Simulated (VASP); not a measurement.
# SnTe in VASP: settings compared

The runs below take SnTe through single point, with PBE, r2SCAN.

Everything below comes from runs of VASP 6.6.1. Logs are shortened: lines on timing, memory, paths and dates and some standing lists are left out, and cuts for length are marked.

## Step 1: The cell of the first run

The structure is orthorhombic, space group Immm (No. 71). Conventional cell: a = 4.441 Å, b = 4.580 Å, c = 6.379 Å, α = 90.00°, β = 90.00°, γ = 90.00°. Within 4.2 Å of Sn (site symmetry mmm) lie 6 Te at 3.19 Å. Te (site symmetry mmm) has 6 Sn at 3.19 Å within 4.2 Å.

## Step 2: Single point, PBE (shear xy strain -3.1%)

The input, INCAR:

```
SYSTEM = SnTe
ALGO = Normal
EDIFF = 1E-6
ENCUT = 520
GGA = PE
ISIF = 2
ISMEAR = -1
LASPH = .TRUE.
LCHARG = .FALSE.
LREAL = .FALSE.
LWAVE = .FALSE.
NBANDS = 17
NELM = 60
PREC = Accurate
SIGMA = 0.02
```

The input, KPOINTS:

```
k-points
0
G
  8 8 8
  0 0 0
```

The input, POSCAR:

```
SnTe
1.0
   -0.0489562160      3.1893300331      3.1893300331
    3.1893300331     -0.0489562160      3.1893300331
    3.1403738171      3.1403738171      0.0000000000
Sn Te
1 1
Direct
    0.0000000000      0.0000000000      0.0000000000
    0.5000000000      0.5000000000      0.5000000000
```

Potentials or basis: VASP PAW PBE potentials, release 64 (Sn_d, Te).

Command:

```console
cat potpaw_PBE.64/Sn_d/POTCAR potpaw_PBE.64/Te/POTCAR > POTCAR
mpirun -np 1 vasp_std > vasp.out
```

OUTCAR:

```text
SYSTEM = SnTe
   EDIFF = 1E-6
   ENCUT = 520
   GGA = PE
   ISIF = 2
   ISMEAR = -1
   LASPH = .TRUE.
   LREAL = .FALSE.
   NELM = 60
   PREC = Accurate

 ion  position               nearest neighbor table
   1  0.000  0.000  0.000-   2 3.19   2 3.19   2 3.19   2 3.19   2 3.19   2 3.19
   2  0.500  0.500  0.500-   1 3.19   1 3.19   1 3.19   1 3.19   1 3.19   1 3.19

  LATTYP: Found a body centered orthorhombic cell.
 ALAT       =     4.4411592431
 B/A-ratio  =     1.0311785914
 C/A-ratio  =     1.4362601558

  Lattice vectors:

 A1 = (   0.0489562160,  -3.1893300331,  -3.1893300331)
 A2 = (  -0.0489562160,   3.1893300331,  -3.1893300331)
 A3 = (   3.1893300331,  -0.0489562160,   3.1893300331)

Analysis of symmetry for initial positions (statically):
=====================================================================
 Subroutine PRICEL returns:
 Original cell was already a primitive cell.

 Routine SETGRP: Setting up the symmetry group for a
 body centered orthorhombic supercell.

 Subroutine GETGRP returns: Found  8 space group operations
 (whereof  8 operations were pure point group operations)
 out of a pool of  8 trial point group operations.

The static configuration has the point symmetry D_2h.

Analysis of symmetry for dynamics (positions and initial velocities):
=====================================================================
 Subroutine PRICEL returns:
 Original cell was already a primitive cell.

 Routine SETGRP: Setting up the symmetry group for a
 body centered orthorhombic supercell.

 Subroutine GETGRP returns: Found  8 space group operations
 (whereof  8 operations were pure point group operations)
 out of a pool of  8 trial point group operations.

The dynamic configuration has the point symmetry D_2h.

 Subroutine INISYM returns: Found  8 space group operations
 (whereof  8 operations are pure point group operations),
 and found     1 'primitive' translations

----------------------------------------------------------------------------------------

                                     Primitive cell

  volume of cell :      64.8673

  direct lattice vectors                    reciprocal lattice vectors
    -0.048956216  3.189330033  3.189330033    -0.154402657  0.154402657  0.156772737
     3.189330033 -0.048956216  3.189330033     0.154402657 -0.154402657  0.156772737
     3.140373817  3.140373817  0.000000000     0.159216714  0.159216714 -0.156772737

  length of vectors
[... 76 lines left out ...]
   ISPIN  =      1    spin polarized calculation?
   LNONCOLLINEAR =      F non collinear calculations
   LSORBIT =      F    spin-orbit coupling
   LASPH  =      T    aspherical Exc in radial PAW
   ENCUT  =  520.0 eV  38.22 Ry    6.18 a.u.   8.39  8.39  8.26*2*pi/ulx,y,z
   NELM   =     60;   NELMIN=  2; NELMDL= -5     # of ELM steps
   EDIFF  = 0.1E-05   stopping-criterion for ELM
   LREAL  =      F    real-space projection
   EDIFFG = 0.1E-04   stopping-criterion for IOM
   NSW    =      0    number of steps for IOM
   IBRION =     -1    ionic relax: 0-MD 1-quasi-New 2-CG
   NFREE  =      0    steps in history (QN), initial steepest desc. (CG)
   ISIF   =      2    stress and relaxation
   ISYM   =      2    0-nonsym 1-usesym 2-fastsym
   POTIM  = 0.5000    time-step for ionic-motion
   TEBEG  =    0.0;   TEEND  =   0.0 temperature during run
   PSTRESS=    0.0 pullay stress
   NELECT =      20.0000    total number of electrons
   NUPDOWN=      -1.0000    fix difference up-down
   EMIN   =  10.00;   EMAX   =-10.00  energy-range for DOS
   EFERMI =   0.00;   METHOD = LEGACY
   ISMEAR =    -1;   SIGMA  =   0.02  broadening in eV -4-tet -1-fermi 0-gaus
   EFERMI_NEDOS =   21; number of points for ismear=-14 and -15
   IALGO  =     38    algorithm
   IMIX   =      4    mixing-type and parameters
     AMIX     =   0.40;   BMIX     =  1.00
     AMIX_MAG =   1.60;   BMIX_MAG =  1.00
  volume/ion in A,a.u.               =      32.43       218.87
  Fermi-wavevector in a.u.,A,eV,Ry     =   1.105969  2.089978 16.642193  1.223167
  Thomas-Fermi vector in A             =   2.242463
   LORBIT       =      0    0 simple, 1 ext, 2 COOP (PROOUT), +10 PAW based schemes
   GGA     = PE    functional components
   LHFCALC =     F    Hartree Fock is set to
   AEXX    =    0.0000 exact exchange contribution
   IVDW    =     0    specifies the selected vdW correction
   LEPSILON=     F    determine dielectric tensor
   LRPA    =     F    only Hartree local field effects (RPA)
 non-spin polarized calculation
  energy-cutoff  :      520.00
  volume of cell :       64.87
 maximum number of plane-waves:      1763
 NGX is ok and might be reduce to    36
   NGX = 17   NGY = 17   NGZ = 17

 number of electron      20.0000000 magnetization

 Free energy of the ion-electron system (eV)
  ---------------------------------------------------
  ext. energy  EPLUGINS =         0.00000000
  ---------------------------------------------------
  free energy    TOTEN  =        -7.55961655 eV

  energy without entropy =       -7.55955651  energy(sigma->0) =       -7.55958653

 E-fermi :   6.5316     XC(G=0):  -9.3335

 val. band max:        6.4542104549   @ k =   0.0000   0.0000   0.5000
 cond. band min:       6.6034914792   @ k =   0.5000   0.0000   0.0000
 fundamental gap:      0.1492810244
 Fermi energy:         6.5316291972

 k-point     1 :       0.0000    0.0000    0.0000
  band No.  band energies     occupation
      1     -15.3832      2.00000
      2     -15.3825      2.00000
      3     -15.3793      2.00000
      4     -15.3789      2.00000
      5     -15.3787      2.00000
      6      -6.0275      2.00000
[... 457 lines left out ...]
      4     -15.3762      2.00000
      5     -15.3757      2.00000
      6      -5.5963      2.00000
[... 9 lines left out ...]
     16      13.0969      0.00000
     17      14.5639      0.00000

 [... further k-points ...]
[... 5 lines left out ...]
  --------------------------------------------------------------------------------------
  -------------------------------------------------------------------------------------
  Total        0.2273428      0.2273428      0.2132869      0.1606887      0.0000000      0.0000000
  in kB        5.6152074      5.6152074      5.2680363      3.9688972      0.0000000      0.0000000
  external PRESSURE =       5.4994837 kB  Pullay stress =       0.0000000 kB

 VOLUME and BASIS-vectors are now :
 -----------------------------------------------------------------------------
  energy-cutoff  :      520.00
  volume of cell :       64.87
      direct lattice vectors                 reciprocal lattice vectors
    -0.048956216  3.189330033  3.189330033    -0.154402657  0.154402657  0.156772737
     3.189330033 -0.048956216  3.189330033     0.154402657 -0.154402657  0.156772737
     3.140373817  3.140373817  0.000000000     0.159216714  0.159216714 -0.156772737

 POSITION                                       TOTAL-FORCE (eV/Angst)
 -----------------------------------------------------------------------------------
      0.00000      0.00000      0.00000         0.000000     -0.000000      0.000000
      3.14037      3.14037      3.18933         0.000000      0.000000      0.000000
 -----------------------------------------------------------------------------------
    total drift:                               -0.000000      0.000000      0.000000

  FREE ENERGIE OF THE ION-ELECTRON SYSTEM (eV)
  ---------------------------------------------------
  free  energy   TOTEN  =        -7.5596165461 eV

  energy  without entropy=       -7.5595565059  energy(sigma->0) =       -7.55958653
```

stdout:

```text
POSCAR found type information on POSCAR SnTe
 POSCAR found :  2 types and       2 ions
 scaLAPACK will be used
 LDA part: xc-table for (Slater+PW92), standard interpolation
 POSCAR, INCAR and KPOINTS ok, starting setup
 FFT: planning ... GRIDC
 FFT: planning ... GRID_SOFT
 FFT: planning ... GRID
 WAVECAR not read
 entering main loop
```

It took 2.3 min on 1 thread of AMD EPYC 7R13 (Zen 3), shared host; peak memory 0.24 GiB.

What came out:

| Item | Value |
| --- | --- |
| Free energy | -7.5596 eV |
| Pressure | 0.5 GPa |
| Band gap on the k mesh | zero (band 10 reaches 6.60 eV, above the bottom of band 11 at 6.45 eV) |

Levels at points of the mesh, in eV from the Fermi level:
| k point | band 8 | band 9 | band 10 | band 11 | band 12 | band 13 |
| --- | --- | --- | --- | --- | --- | --- |
| (0.00, 0.00, 0.00) | -2.20 | -2.07 | -1.92 | 3.21 | 3.25 | 3.31 |
| (0.50, 0.00, 0.00) | -1.73 | -1.65 | 0.07 | 0.09 | 0.44 | 0.52 |
| (0.50, 0.50, 0.00) | -5.34 | -3.74 | -3.43 | 2.31 | 4.68 | 4.79 |
| (0.00, 0.00, 0.50) | -1.82 | -1.75 | -0.08 | -0.08 | 0.29 | 0.39 |
| (0.50, 0.00, 0.50) | -5.34 | -3.59 | -3.59 | 2.30 | 4.70 | 4.73 |

Caveat: the cell differs from its parent crystal (shear xy strain -3.1%); spin-orbit coupling is left out, which moves the levels of the heavy elements.

## Step 3: Single point, r2SCAN (uniaxial x strain +2.7%)

The input, POSCAR:

```
SnTe
1.0
    0.0000000000      3.1893300331      3.1893300331
    3.2751230110      0.0000000000      3.1893300331
    3.2751230110      3.1893300331      0.0000000000
Sn Te
1 1
Direct
    0.0000000000      0.0000000000      0.0000000000
    0.5000000000      0.5000000000      0.5000000000
```

The input, INCAR.step1:

```
ALGO = Normal ; EDIFF = 1E-4
ENCUT = 520 ; GGA = PE
ISMEAR = -1 ; LASPH = T
LCHARG = F ; LREAL = F
LWAVE = T ; NBANDS = 17
NELM = 100 ; PREC = Accurate
SIGMA = 0.02
```

The input, INCAR.step2:

```
ALGO = Normal ; EDIFF = 1E-6
ENCUT = 520 ; ISIF = 2
ISMEAR = -1 ; ISTART = 1
LASPH = T ; LCHARG = F
LMIXTAU = T ; LREAL = F
LWAVE = F ; METAGGA = R2SCAN
NBANDS = 17 ; NELM = 100
PREC = Accurate ; SIGMA = 0.02
```

The input, KPOINTS:

```
k-points
0
Gamma
  8 8 8
```

Potentials or basis: VASP PAW PBE potentials, release 64 (Sn_d, Te).

Command:

```console
cat potpaw_PBE.64/Sn_d/POTCAR potpaw_PBE.64/Te/POTCAR > POTCAR
cp INCAR.step1 INCAR
mpirun -np 1 vasp_std > vasp.out
cp INCAR.step2 INCAR
mpirun -np 1 vasp_std > vasp.out
```

Wall time 6.8 min (1 thread of AMD EPYC 7R13 (Zen 3), shared host); peak memory 0.23 GiB.

The run converged. Its results:

| Item | Value |
| --- | --- |
| Free energy | -50.6692 eV |
| Pressure | -1.1 GPa |
| Band gap on the k mesh | 0.16 eV, direct |

Stress tensor (GPa, compression positive):
```
-2.92  0.00  0.00
 0.00 -0.20  0.00
 0.00  0.00 -0.20
```

Levels at points of the mesh, in eV from the valence-band top:
```csv
k point,band 7,band 8,band 9,band 10,band 11,band 12,band 13,band 14
"(0.00, 0.00, 0.00)",-4.93,-2.34,-2.34,-2.06,2.94,3.57,3.57,5.02
"(0.50, 0.00, 0.00)",-8.41,-1.93,-1.87,0.00,0.16,0.43,0.48,8.10
"(0.50, 0.50, 0.00)",-6.71,-5.49,-3.92,-3.62,2.60,4.48,5.17,6.43
"(0.00, 0.50, 0.50)",-6.55,-5.43,-3.71,-3.71,2.67,4.94,4.94,6.00
```

Caveat: the cell differs from its parent crystal (uniaxial x strain +2.7%); the PAW data sets were made with another functional, which shifts forces and pressure a little; spin-orbit coupling is left out, which moves the levels of the heavy elements.
